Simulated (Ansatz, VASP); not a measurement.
**Two plane-wave programs on Al2Cu**

```
Al Cu
1.0
     4.08417    0.00000    0.00000
     0.00000    4.08417    0.00000
     0.00000    0.00000    2.84639
Al Cu
2 1
Cartesian
  2.0421 0.0000 1.4232
  0.0000 2.0421 1.4232
  0.0000 0.0000 0.0000
```

Alike in both runs: task single point; functional PBEsol; k mesh 12 × 12 × 16; occupations gaussian, width 0.15 eV; no spin polarisation.

|  | VASP | Ansatz |
| --- | --- | --- |
| version | VASP 6.6.1 | Ansatz 0.2.0 |
| potentials or method | VASP PAW PBE potentials, release 64 (Al, Cu), cutoff 520 eV | scalar-relativistic, plane waves, PAW |
| valence electrons in the cell | 17 | 25 |

```tsv
	VASP	Ansatz	Ansatz less VASP
gap on the k mesh at the Fermi level (eV)	none	none	-
pressure (GPa)	0.0	0.0	+0.05
traceless stress, the component that is largest in VASP (GPa)	-0.49	-0.49	-0.002
```

VASP's potentials were made for PBE, not for PBEsol. A gap of «none» marks a metal or a gap that the smearing closes. VASP's potentials hold 17 valence electrons a cell and Ansatz's 25, so a difference there can come from the potentials and not from the codes.
